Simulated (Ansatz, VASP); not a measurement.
## Be: VASP beside Ansatz

```
Be
1.0
     0.00000    1.99653    1.99653
     1.99653    0.00000    1.99653
     1.99653    1.99653    0.00000
Be
2
Direct
  0.87500 0.87500 0.87500
  0.12500 0.12500 0.12500
```

Change from the starting cell: volume scaled by 0.55, LAPW.

Alike in both runs: task single point; functional PBEsol; k mesh 15 × 15 × 15; occupations fermi-dirac, width 0.05 eV; no spin polarisation.

```csv
,VASP,Ansatz
version,VASP 6.6.1,Ansatz 0.2.0
potentials or method,"VASP PAW PBE potentials, release 64 (Be), cutoff 600 eV","all-electron LAPW, scalar-relativistic"
```

|  | VASP | Ansatz | Ansatz less VASP |
| --- | --- | --- | --- |
| pressure (GPa) | 73.6 | 73.0 | -0.69 |

VASP's potentials were made for PBE, not for PBEsol. Both programs put the cell under a high pressure, so it lies far from rest at this level. Ansatz ran all-electron here, and VASP with PAW potentials.

Noted on VASP's run: the cell as given lies far from equilibrium.
